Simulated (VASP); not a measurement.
# Te (P3_121) in VASP: a series of runs, part 2 of 2

VASP 6.6.1. The steps go on from the part before.

**4. Single point, PBE+D3(BJ)**

Contents of INCAR:

```
  PREC = Accurate
  ENCUT = 500
  EDIFF = 1E-6
  ISMEAR = 0
  SIGMA = 0.01
  LREAL = False
  LASPH = True
  NELM = 120
  ALGO = Normal
  ISIF = 2
  LWAVE = False
  LCHARG = True
  GGA = PE
  IVDW = 12
  LELF = True
  LVHAR = True
  NBANDS = 16
  GGA_COMPAT = False
```

Contents of KPOINTS:

```
Automatic mesh
0
Gamma
  9 9 6
```

Contents of POSCAR:

```
Te
1.0
    4.4540000000      0.0000000000      0.0000000000
   -2.2270000000      3.8572771485      0.0000000000
    0.0000000000      0.0000000000      5.9240000000
Te
3
Direct
    0.2690000000      0.0000000000      0.3333333333
    0.0000000000      0.2690000000      0.6666666667
    0.7310000000      0.7310000000      0.0000000000
```

Potentials or basis: VASP PAW PBE potentials, release 64 (Te).

Started as:

```sh
$ cat potpaw_PBE.64/Te/POTCAR > POTCAR
$ mpirun -np 1 vasp_std > vasp.out
```

OUTCAR:

```text
PREC = Accurate
   ENCUT = 500
   EDIFF = 1E-6
   ISMEAR = 0
   LREAL = False
   LASPH = True
   NELM = 120
   ISIF = 2
   GGA = PE
   IVDW = 12
 IVDW          = 12

 ion  position               nearest neighbor table
   1  0.269  0.000  0.333-   3 2.86   2 2.86   3 3.47   3 3.47   2 3.47   2 3.47
   2  0.000  0.269  0.667-   3 2.86   1 2.86   3 3.47   3 3.47   1 3.47   1 3.47
   3  0.731  0.731  0.000-   1 2.86   2 2.86   1 3.47   2 3.47   2 3.47   1 3.47

  LATTYP: Found a hexagonal cell.
 ALAT       =     4.4540000000
 C/A-ratio  =     1.3300404131

  Lattice vectors:

 A1 = (   4.4540000000,   0.0000000000,   0.0000000000)
 A2 = (  -2.2270000000,   3.8572771485,   0.0000000000)
 A3 = (   0.0000000000,   0.0000000000,   5.9240000000)

Analysis of symmetry for initial positions (statically):
=====================================================================
 Subroutine PRICEL returns:
 Original cell was already a primitive cell.

 Routine SETGRP: Setting up the symmetry group for a
 hexagonal supercell.

 Subroutine GETGRP returns: Found  6 space group operations
 (whereof  2 operations were pure point group operations)
 out of a pool of 24 trial point group operations.

The static configuration has the point symmetry C_2 .
 The point group associated with its full space group is D_3 .

Analysis of symmetry for dynamics (positions and initial velocities):
=====================================================================
 Subroutine PRICEL returns:
 Original cell was already a primitive cell.

 Routine SETGRP: Setting up the symmetry group for a
 hexagonal supercell.

 Subroutine GETGRP returns: Found  6 space group operations
 (whereof  2 operations were pure point group operations)
 out of a pool of 24 trial point group operations.

The dynamic configuration has the point symmetry C_2 .
 The point group associated with its full space group is D_3 .

 Subroutine INISYM returns: Found  6 space group operations
 (whereof  2 operations are pure point group operations),
 and found     1 'primitive' translations

----------------------------------------------------------------------------------------

                                     Primitive cell

  volume of cell :     101.7762

  direct lattice vectors                    reciprocal lattice vectors
     4.454000000  0.000000000  0.000000000     0.224517288  0.129625117  0.000000000
    -2.227000000  3.857277149  0.000000000     0.000000000  0.259250233  0.000000000
     0.000000000  0.000000000  5.924000000     0.000000000  0.000000000  0.168804862

  length of vectors
     4.454000000  4.454000000  5.924000000     0.259250233  0.259250233  0.168804862

  position of ions in fractional coordinates (direct lattice)
     0.269000000  0.000000000  0.333333333
     0.000000000  0.269000000  0.666666667
     0.731000000  0.731000000  0.000000000

  ion indices of the primitive-cell ions
   primitive index   ion index
                 1           1
                 2           2
                 3           3

----------------------------------------------------------------------------------------

 KPOINTS: Automatic mesh

Automatic generation of k-mesh.
 Grid dimensions read from file:
 generate k-points for:    9    9    6

 Generating k-lattice:

  Cartesian coordinates                     Fractional coordinates (reciprocal lattice)
     0.024946365  0.014402791  0.000000000     0.111111111  0.000000000  0.000000000
     0.000000000  0.028805581  0.000000000     0.000000000  0.111111111  0.000000000
     0.000000000  0.000000000  0.028134144     0.000000000  0.000000000  0.166666667

  Length of vectors
     0.028805581  0.028805581  0.028134144

  Shift w.r.t. Gamma in fractional coordinates (k-lattice)
     0.000000000  0.000000000  0.000000000

 Subroutine IBZKPT returns following result:
 ===========================================

 Found     62 irreducible k-points:

 Following reciprocal coordinates:
            Coordinates               Weight
  0.000000  0.000000  0.000000      1.000000
  0.111111  0.000000  0.000000      6.000000
  0.222222 -0.000000  0.000000      6.000000
  0.333333  0.000000  0.000000      6.000000
  0.444444 -0.000000  0.000000      6.000000
  0.111111  0.111111  0.000000      6.000000
[... 16 lines left out ...]
  0.222222  0.111111  0.166667     12.000000
 -0.111111  0.333333  0.166667     12.000000
 [... further k-points ...]
   k-points           NKPTS =     62   k-points in BZ     NKDIM =     62   number of bands    NBANDS=     16
   number of dos      NEDOS =    301   number of ions     NIONS =      3
   total plane-waves  NPLWV =  49152
   dimension x,y,z NGX =    32 NGY =   32 NGZ =   48
   dimension x,y,z NGXF=    64 NGYF=   64 NGZF=   96
   ions per type =               3
   NGX,Y,Z   is equivalent  to a cutoff of  11.94, 11.94, 13.47 a.u.
   NGXF,Y,Z  is equivalent  to a cutoff of  23.89, 23.89, 26.94 a.u.
 SYSTEM =  unknown system
   PREC   = accura    normal or accurate (medium, high low for compatibility)
   ISTART =      0    job   : 0-new  1-cont  2-samecut
   ICHARG =      2    charge: 1-file 2-atom 10-const
   ISPIN  =      1    spin polarized calculation?
   LNONCOLLINEAR =      F non collinear calculations
   LSORBIT =      F    spin-orbit coupling
   LASPH  =      T    aspherical Exc in radial PAW
   ENCUT  =  500.0 eV  36.75 Ry    6.06 a.u.   8.12  8.12 10.80*2*pi/ulx,y,z
   NELM   =    120;   NELMIN=  2; NELMDL= -5     # of ELM steps
   EDIFF  = 0.1E-05   stopping-criterion for ELM
   LREAL  =      F    real-space projection
   EDIFFG = 0.1E-04   stopping-criterion for IOM
   NSW    =      0    number of steps for IOM
   IBRION =     -1    ionic relax: 0-MD 1-quasi-New 2-CG
   NFREE  =      0    steps in history (QN), initial steepest desc. (CG)
   ISIF   =      2    stress and relaxation
   ISYM   =      2    0-nonsym 1-usesym 2-fastsym
   POTIM  = 0.5000    time-step for ionic-motion
   TEBEG  =    0.0;   TEEND  =   0.0 temperature during run
   PSTRESS=    0.0 pullay stress
   NELECT =      18.0000    total number of electrons
   NUPDOWN=      -1.0000    fix difference up-down
   EMIN   =  10.00;   EMAX   =-10.00  energy-range for DOS
   EFERMI =   0.00;   METHOD = LEGACY
   ISMEAR =     0;   SIGMA  =   0.01  broadening in eV -4-tet -1-fermi 0-gaus
   EFERMI_NEDOS =   21; number of points for ismear=-14 and -15
   IALGO  =     38    algorithm
   IMIX   =      4    mixing-type and parameters
     AMIX     =   0.40;   BMIX     =  1.00
     AMIX_MAG =   1.60;   BMIX_MAG =  1.00
  volume/ion in A,a.u.               =      33.93       228.94
  Fermi-wavevector in a.u.,A,eV,Ry     =   0.918933  1.736531 11.489263  0.844437
  Thomas-Fermi vector in A             =   2.044070
   LORBIT       =      0    0 simple, 1 ext, 2 COOP (PROOUT), +10 PAW based schemes
   GGA     = PE    functional components
   LHFCALC =     F    Hartree Fock is set to
   AEXX    =    0.0000 exact exchange contribution
   IVDW    =    12    specifies the selected vdW correction
   LEPSILON=     F    determine dielectric tensor
   LRPA    =     F    only Hartree local field effects (RPA)
 non-spin polarized calculation
 Gauss-broadening in eV      SIGMA  =   0.01
  energy-cutoff  :      500.00
  volume of cell :      101.78
 maximum number of plane-waves:      2612
   NGX = 17   NGY = 17   NGZ = 21

 number of electron      18.0000001 magnetization

 Free energy of the ion-electron system (eV)
  ---------------------------------------------------
  ext. energy  EPLUGINS =         0.00000000
  ---------------------------------------------------
  free energy    TOTEN  =        -9.41744801 eV

  energy without entropy =       -9.41744801  energy(sigma->0) =       -9.41744801

 E-fermi :   6.0045     XC(G=0):  -9.0719

 val. band max:        5.9556415959   @ k =   0.3333   0.3333   0.5000
 cond. band min:       6.1252058859   @ k =   0.3333   0.3333   0.5000
 fundamental gap:      0.1695642900
 Fermi energy:         6.0044677333

 k-point     1 :       0.0000    0.0000    0.0000
  band No.  band energies     occupation
      1      -7.6627      2.00000
      2      -4.3600      2.00000
      3      -4.3600      2.00000
      4       2.8938      2.00000
      5       3.2078      2.00000
      6       3.2078      2.00000
[... 433 lines left out ...]
      3      -3.7664      2.00000
      4       1.1423      2.00000
      5       1.6889      2.00000
      6       2.6381      2.00000
[... 8 lines left out ...]
     15      13.0346      0.00000
     16      13.6299      0.00000

 [... further k-points ...]

------------------------ aborting loop because EDIFF is reached ----------------------------------------

 Edisp (eV)   -1.29099

 E8    (eV) :    -0.5927

  FORCE on cell =-STRESS in cart. coord.  units (eV):
  Direction    XX          YY          ZZ          XY          YZ          ZX
  --------------------------------------------------------------------------------------
  -------------------------------------------------------------------------------------
  Total      -0.56113    -0.56113    -0.26237    -0.00000    -0.00000     0.00000
  in kB      -8.83347    -8.83347    -4.13020    -0.00000    -0.00000     0.00000
  external pressure =       -7.27 kB  Pullay stress =        0.00 kB

 VOLUME and BASIS-vectors are now :
 -----------------------------------------------------------------------------
  energy-cutoff  :      500.00
  volume of cell :      101.78
      direct lattice vectors                 reciprocal lattice vectors
     4.454000000  0.000000000  0.000000000     0.224517288  0.129625117  0.000000000
    -2.227000000  3.857277149  0.000000000     0.000000000  0.259250233  0.000000000
     0.000000000  0.000000000  5.924000000     0.000000000  0.000000000  0.168804862

 POSITION                                       TOTAL-FORCE (eV/Angst)
 -----------------------------------------------------------------------------------
      1.19813      0.00000      1.97467         0.165540     -0.000000      0.000000
     -0.59906      1.03761      3.94933        -0.082770      0.143361     -0.000000
      1.62794      2.81967      0.00000        -0.082770     -0.143361      0.000000
 -----------------------------------------------------------------------------------
    total drift:                                0.000000     -0.000000      0.000000

  FREE ENERGIE OF THE ION-ELECTRON SYSTEM (eV)
  ---------------------------------------------------
  free  energy   TOTEN  =       -10.7084405989 eV

  energy  without entropy=      -10.7084405989  energy(sigma->0) =      -10.70844060
```

Run time: 2 min. Hardware: 1 thread of AMD EPYC 7R13, shared host; peak memory 0.23 GiB.

What came out:

```
Free energy                : -10.7084 eV
Pressure                   : -0.7 GPa
Largest force              : 0.166 eV/Å
Band gap on the k mesh     : 0.17 eV
Dispersion energy per atom : -0.430 eV
```

Forces on the atoms (eV/Å):
```
Te   0.166  0.000  0.000
Te  -0.083  0.143  0.000
Te  -0.083 -0.143  0.000
```

Stress tensor (GPa, compression positive):
```
-0.88  0.00  0.00
 0.00 -0.88  0.00
 0.00  0.00 -0.41
```

Caveat: spin-orbit coupling is left out, which moves the levels of the heavy elements; an odd mesh through Γ misses points on the zone boundary, where band edges can lie.

**5. Single point, PBE+D3(BJ)**

Contents of INCAR:

```
SYSTEM = Te
PREC = Accurate
ENCUT = 500
EDIFF = 1E-6
ISMEAR = 0
SIGMA = 0.01
LREAL = .FALSE.
LASPH = .TRUE.
NELM = 120
ALGO = Normal
ISIF = 2
LWAVE = .FALSE.
LCHARG = .TRUE.
GGA = PE
IVDW = 12
LELF = .TRUE.
LVHAR = .TRUE.
NBANDS = 16
GGA_COMPAT = .FALSE.
```

Contents of KPOINTS:

```
regular mesh
0
G
  9 9 6
  0 0 0
```

POSCAR is that of step 4.

Potentials or basis: VASP PAW PBE potentials, release 64 (Te).

Started as:

```sh
$ cat potpaw_PBE.64/Te/POTCAR > POTCAR
$ mpirun -np 1 vasp_std > vasp.out
```

OUTCAR:

```text
SYSTEM = Te
   PREC = Accurate
   ENCUT = 500
   EDIFF = 1E-6
   ISMEAR = 0
   LREAL = .FALSE.
   LASPH = .TRUE.
   NELM = 120
   ISIF = 2
   GGA = PE
   IVDW = 12
 IVDW          = 12

 ion  position               nearest neighbor table
   1  0.269  0.000  0.333-   3 2.86   2 2.86   3 3.47   3 3.47   2 3.47   2 3.47
   2  0.000  0.269  0.667-   3 2.86   1 2.86   3 3.47   3 3.47   1 3.47   1 3.47
   3  0.731  0.731  0.000-   1 2.86   2 2.86   1 3.47   2 3.47   2 3.47   1 3.47

  LATTYP: Found a hexagonal cell.
 ALAT       =     4.4540000000
 C/A-ratio  =     1.3300404131

  Lattice vectors:

 A1 = (   4.4540000000,   0.0000000000,   0.0000000000)
 A2 = (  -2.2270000000,   3.8572771485,   0.0000000000)
 A3 = (   0.0000000000,   0.0000000000,   5.9240000000)

Analysis of symmetry for initial positions (statically):
=====================================================================
 Subroutine PRICEL returns:
 Original cell was already a primitive cell.

 Routine SETGRP: Setting up the symmetry group for a
 hexagonal supercell.

 Subroutine GETGRP returns: Found  6 space group operations
 (whereof  2 operations were pure point group operations)
 out of a pool of 24 trial point group operations.

The static configuration has the point symmetry C_2 .
 The point group associated with its full space group is D_3 .

Analysis of symmetry for dynamics (positions and initial velocities):
=====================================================================
 Subroutine PRICEL returns:
 Original cell was already a primitive cell.

 Routine SETGRP: Setting up the symmetry group for a
 hexagonal supercell.

 Subroutine GETGRP returns: Found  6 space group operations
 (whereof  2 operations were pure point group operations)
 out of a pool of 24 trial point group operations.

The dynamic configuration has the point symmetry C_2 .
 The point group associated with its full space group is D_3 .

 Subroutine INISYM returns: Found  6 space group operations
 (whereof  2 operations are pure point group operations),
 and found     1 'primitive' translations

[... 120 lines left out ...]
   LORBIT       =      0    0 simple, 1 ext, 2 COOP (PROOUT), +10 PAW based schemes
   GGA     = PE    functional components
   LHFCALC =     F    Hartree Fock is set to
   AEXX    =    0.0000 exact exchange contribution
   IVDW    =    12    specifies the selected vdW correction
   LEPSILON=     F    determine dielectric tensor
   LRPA    =     F    only Hartree local field effects (RPA)
 non-spin polarized calculation
 Gauss-broadening in eV      SIGMA  =   0.01
  energy-cutoff  :      500.00
  volume of cell :      101.78
 maximum number of plane-waves:      2612
   NGX = 17   NGY = 17   NGZ = 21

 number of electron      18.0000001 magnetization

 Free energy of the ion-electron system (eV)
  ---------------------------------------------------
  ext. energy  EPLUGINS =         0.00000000
  ---------------------------------------------------
  free energy    TOTEN  =        -9.41744801 eV

  energy without entropy =       -9.41744801  energy(sigma->0) =       -9.41744801

 E-fermi :   6.0045     XC(G=0):  -9.0719

 val. band max:        5.9556415959   @ k =   0.3333   0.3333   0.5000
 cond. band min:       6.1252058859   @ k =   0.3333   0.3333   0.5000
 fundamental gap:      0.1695642900
 Fermi energy:         6.0044677333

 k-point     1 :       0.0000    0.0000    0.0000
  band No.  band energies     occupation
      1      -7.6627      2.00000
      2      -4.3600      2.00000
      3      -4.3600      2.00000
      4       2.8938      2.00000
      5       3.2078      2.00000
      6       3.2078      2.00000
[... 433 lines left out ...]
      3      -3.7664      2.00000
      4       1.1423      2.00000
      5       1.6889      2.00000
      6       2.6381      2.00000
[... 8 lines left out ...]
     15      13.0346      0.00000
     16      13.6299      0.00000

 [... further k-points ...]

------------------------ aborting loop because EDIFF is reached ----------------------------------------

 Edisp (eV)   -1.29099

 E8    (eV) :    -0.5927

  FORCE on cell =-STRESS in cart. coord.  units (eV):
  Direction    XX          YY          ZZ          XY          YZ          ZX
  --------------------------------------------------------------------------------------
  -------------------------------------------------------------------------------------
  Total      -0.56113    -0.56113    -0.26237    -0.00000    -0.00000     0.00000
  in kB      -8.83347    -8.83347    -4.13020    -0.00000    -0.00000     0.00000
  external pressure =       -7.27 kB  Pullay stress =        0.00 kB

 VOLUME and BASIS-vectors are now :
 -----------------------------------------------------------------------------
  energy-cutoff  :      500.00
  volume of cell :      101.78
      direct lattice vectors                 reciprocal lattice vectors
     4.454000000  0.000000000  0.000000000     0.224517288  0.129625117  0.000000000
    -2.227000000  3.857277149  0.000000000     0.000000000  0.259250233  0.000000000
     0.000000000  0.000000000  5.924000000     0.000000000  0.000000000  0.168804862

 POSITION                                       TOTAL-FORCE (eV/Angst)
 -----------------------------------------------------------------------------------
      1.19813      0.00000      1.97467         0.165540     -0.000000      0.000000
     -0.59906      1.03761      3.94933        -0.082770      0.143361     -0.000000
      1.62794      2.81967      0.00000        -0.082770     -0.143361      0.000000
 -----------------------------------------------------------------------------------
    total drift:                                0.000000     -0.000000      0.000000

  FREE ENERGIE OF THE ION-ELECTRON SYSTEM (eV)
  ---------------------------------------------------
  free  energy   TOTEN  =       -10.7084405989 eV

  energy  without entropy=      -10.7084405989  energy(sigma->0) =      -10.70844060
```

stdout:

```text
POSCAR found type information on POSCAR Te
 POSCAR found :  1 types and       3 ions
 scaLAPACK will be used
 LDA part: xc-table for (Slater+PW92), standard interpolation
 POSCAR, INCAR and KPOINTS ok, starting setup
 FFT: planning ... GRIDC
 FFT: planning ... GRID_SOFT
 FFT: planning ... GRID
 WAVECAR not read
 entering main loop
```

Run time: 1.9 min. Hardware: 1 thread of AMD EPYC 7R13, shared host; peak memory 0.23 GiB.

What came out:

* Free energy: -10.7084 eV
* Pressure: -0.7 GPa
* Largest force: 0.166 eV/Å
* Band gap on the k mesh: 0.17 eV
* Dispersion energy per atom: -0.430 eV

Forces on the atoms (eV/Å):
```
Te   0.166  0.000  0.000
Te  -0.083  0.143  0.000
Te  -0.083 -0.143  0.000
```

Levels at points of the mesh, in eV from the valence-band top:
| k point | band 6 | band 7 | band 8 | band 9 | band 10 | band 11 | band 12 | band 13 |
| --- | --- | --- | --- | --- | --- | --- | --- | --- |
| (0.00, 0.00, 0.00) | -2.75 | -1.68 | -1.68 | -0.85 | 1.01 | 1.01 | 1.60 | 4.96 |
| (0.00, 0.00, 0.50) | -2.67 | -1.33 | -1.03 | -1.03 | 0.47 | 0.49 | 0.49 | 4.01 |

Caveat: spin-orbit coupling is left out, which moves the levels of the heavy elements; an odd mesh through Γ misses points on the zone boundary, where band edges can lie.

**6. The runs side by side**

| k mesh | gap on the mesh (eV) | pressure (GPa) | largest force (eV/Å) |
| --- | --- | --- | --- |
| 3 × 3 × 2 | 0.16 | -0.3 | 0.11 |
| 6 × 6 × 4 | 0.17 | -0.7 | 0.16 |
| 9 × 9 × 6 | 0.17 | -0.7 | 0.17 |

Alike in all rows: task single point; level PBE+D3(BJ); potentials or basis VASP PAW PBE potentials, release 64 (Te); no spin polarisation; cell as given; cutoff (eV) 500; smearing gaussian 0.01 eV.

Caveats: some runs use coarse meshes; spin-orbit coupling is left out, which moves the levels of the heavy elements; an odd mesh through Γ misses points on the zone boundary, where band edges can lie (at least some runs).

Absolute energies hang on the potentials; compare differences alone.
